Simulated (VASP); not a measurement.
**RbCl: single point with PBE**

Crystal: RbCl.

```
Rb Cl
1.0
     0.00000    3.06766    3.06766
     3.06766    0.00000    3.06766
     3.06766    3.06766    0.00000
Rb Cl
1 1
Direct
  0.00000 0.00000 0.00000
  0.50000 0.50000 0.50000
```

This cell differs from its parent crystal: Li replaced by Rb, lengths x 1.240, strained.

| Quantity | Value |
| --- | --- |
| Program | VASP 6.6.1 |
| Task | single point |
| Functional | PBE |
| Potentials or basis | VASP PAW PBE potentials, release 64 (Rb_sv, Cl) |
| Cutoff | 500 eV |
| k mesh | 6 × 6 × 6 |
| Occupations | gaussian, width 0.02 eV |
| Spin | no spin polarisation |
| Dipole correction | no |
| Further INCAR settings | ALGO = Normal; EDIFF = 1e-06; NBANDS = 15 |

```json
{
  "Pressure": "7.3 GPa",
  "Band gap on the k mesh": "5.75 eV, direct"
}
```

Levels at points of the mesh, in eV from the valence-band top:
```tsv
k point	band 6	band 7	band 8	band 9	band 10	band 11
(0.00, 0.00, 0.00)	0.00	0.00	0.00	5.75	8.04	8.04
(0.50, 0.00, 0.00)	-1.23	-0.58	-0.58	8.45	8.72	10.90
(0.50, 0.50, 0.00)	-0.23	-0.05	-0.05	5.94	9.09	10.49
```

Wall time 7.5 s on 1 thread of Intel(R) Xeon(R) Platinum 8488C (Sapphire Rapids), with other jobs on the host, peak memory 0.17 GiB.

Caveat: the cell differs from its parent crystal (Li replaced by Rb, lengths x 1.240, strained). A k mesh can miss the band edges.
